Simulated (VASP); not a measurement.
Set up this calculation in VASP 6.6.1, as the native input.

* Task: single point
* Functional: revPBE
* Potentials or basis: VASP PAW PBE potentials, release 64 (Sn_d, O)
* Cutoff: 520 eV
* k mesh: 5 × 5 × 5
* Occupations: fermi-dirac, width 0.05 eV
* Spin: no spin polarisation
* Dipole correction: no
* Further INCAR settings: ALGO = Normal; EDIFF = 1e-06; NBANDS = 64

The structure of SnO2 lies in POSCAR:

```
SnO2
1.0
    5.1981409564      0.0000000000      0.0000000000
    0.0000000000      5.1981409564      0.0000000000
    0.0000000000      0.0000000000      5.1981409564
Sn O
4 8
Direct
    0.0000000000      0.0000000000      0.0000000000
    0.5000000000      0.0000000000      0.5000000000
    0.5000000000      0.5000000000      0.0000000000
    0.0000000000      0.5000000000      0.5000000000
    0.6611107489      0.8388892511      0.1611107489
    0.8388892511      0.1611107489      0.6611107489
    0.1611107489      0.6611107489      0.8388892511
    0.3388892511      0.3388892511      0.3388892511
    0.6611107489      0.6611107489      0.6611107489
    0.8388892511      0.3388892511      0.1611107489
    0.1611107489      0.8388892511      0.3388892511
    0.3388892511      0.1611107489      0.8388892511
```

The input as run:

INCAR

```
SYSTEM = SnO2
  ALGO = Normal
  EDIFF = 1E-6
  ENCUT = 520
  GGA = RE
  ISIF = 2
  ISMEAR = -1
  LASPH = .TRUE.
  LCHARG = .FALSE.
  LREAL = .FALSE.
  LWAVE = .FALSE.
  NBANDS = 64
  NELM = 80
  PREC = Accurate
  SIGMA = 0.05
```

KPOINTS

```
k-points
0
G
  5 5 5
  0 0 0
```

Potentials or basis: VASP PAW PBE potentials, release 64 (Sn_d, O).

Run with:

```sh
$ cat potpaw_PBE.64/Sn_d/POTCAR potpaw_PBE.64/O/POTCAR > POTCAR
$ mpirun -np 1 vasp_std > vasp.out
```

It gave:

```
Pressure               : 0.6 GPa
Band gap on the k mesh : 0.49 eV (least direct gap 0.55 eV)
```

Caveat: the PAW data sets were made with another functional, which shifts forces and pressure a little; spin-orbit coupling is left out, which moves the levels of the heavy elements; an odd mesh through Γ misses points on the zone boundary, where band edges can lie.

Wall time 59 s on 1 thread of Intel(R) Xeon(R) 6975P-C (Granite Rapids), on a shared host, peak memory 0.26 GiB.
